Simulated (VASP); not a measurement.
Wanted: the native input for a VASP 6.6.1 run.

```
Task                   : single point
Functional             : PBE
Potentials or basis    : VASP PAW PBE potentials, release 64 (C)
Cutoff                 : 520 eV
k mesh                 : 21 × 21 × 21
Occupations            : fermi-dirac, width 0.0612256 eV
Spin                   : no spin polarisation
Dipole correction      : no
Further INCAR settings : ALGO = Normal; EDIFF = 1e-07; NBANDS = 8
```

The structure of C lies in POSCAR:

```
C
1.0
    1.7402989533      0.0000000000      0.0000000000
    0.0000000000      1.7402989533      0.0000000000
    0.0000000000      0.0000000000      1.7402989533
C
1
Direct
    0.0000000000      0.0000000000      0.0000000000
```

These files were run (other wordings do the same):

INCAR

```
ALGO = Normal
EDIFF = 1E-7
ENCUT = 520
GGA = PE
ISIF = 2
ISMEAR = -1
LASPH = T
LCHARG = F
LREAL = F
LWAVE = F
NBANDS = 8
NELM = 60
PREC = Accurate
SIGMA = 0.06122561905347299
```

KPOINTS

```
k-points
0
Gamma
  21 21 21
```

Potentials or basis: VASP PAW PBE potentials, release 64 (C).

Command:

```console
$ cat potpaw_PBE.64/C/POTCAR > POTCAR
$ mpirun -np 1 vasp_std > vasp.out
```

Results of the run:

The pressure is 19.6 GPa and the band gap on the k mesh is zero (band 2 reaches 21.57 eV, above the bottom of band 3 at 9.62 eV).

Run time: 14 s on 1 thread of AMD EPYC 7R13, on a shared host, peak memory 0.08 GiB.
